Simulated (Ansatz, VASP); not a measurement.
## YNb in VASP and in Ansatz

INCAR

```
SYSTEM = YNb
PREC = Accurate ; ENCUT = 600
EDIFF = 1E-6 ; ISMEAR = 0
SIGMA = 0.1 ; LREAL = .False.
LASPH = .True. ; NELM = 60
ALGO = Fast ; ISIF = 3
LWAVE = .False. ; LCHARG = .False.
GGA = PE ; IBRION = 2
NSW = 100 ; EDIFFG = -0.01
```

File KPOINTS:

```
Automatic mesh
0
Gamma
  16 16 16
  0 0 0
```

The input POSCAR:

```
YNb
1.0
    0.0000000000      3.1718947628      3.1718947628
    3.1718947628      0.0000000000      3.1718947628
    3.1718947628      3.1718947628      0.0000000000
Y Nb
1 1
Direct
    0.0000000000      0.0000000000      0.0000000000
    0.2500000000      0.2500000000      0.2500000000
```

Input for Ansatz:

```yaml
crystal:
  lattice:
    - [0.0, 3.1718947628, 3.1718947628]
    - [3.1718947628, 0.0, 3.1718947628]
    - [3.1718947628, 3.1718947628, 0.0]
  atoms:
    - { symbol: "Y", position: [0.0, 0.0, 0.0] }
    - { symbol: Nb, position: [0.25, 0.25, 0.25] }
basis:
  ecutwfc: 420
kpoints:
  mp_grid: { grid: [16, 16, 16] }
hamiltonian:
  xc: pbe
scf:
  occupations: { method: gaussian, width: 0.1 }
output:
  forces: true
  stress: true
  eigenvalues: true
relax:
  adjacent_minimum: "off"
  f_tol: 0.01
  max_steps: 80
  cell: { stress_tol: 0.05 }
```

Alike in both runs: task relaxation of cell and atoms; functional PBE; k mesh 16 × 16 × 16; occupations gaussian, width 0.1 eV; no spin polarisation.

|  | VASP | Ansatz |
| --- | --- | --- |
| version | VASP 6.6.1 | Ansatz 0.2.0 |
| potentials or method | VASP PAW PBE potentials, release 64 (Y_sv, Nb_sv), cutoff 600 eV | scalar-relativistic, plane waves, PAW |
| valence electrons in the cell | 24 | 24 |

Ansatz gave:

- gap on the k mesh at the Fermi level, each at its own relaxed structure (eV): none
- relaxed volume (Å³/atom): 32.06
- relaxed length of the cell vector where the two differ most in proportion (Å): 4.493

Which values does VASP return?

gap on the k mesh at the Fermi level, each at its own relaxed structure (eV): none; relaxed volume (Å³/atom): 32.03; relaxed length of the cell vector where the two differ most in proportion (Å): 4.491.

A gap of «none» marks a metal or a gap that the smearing closes.
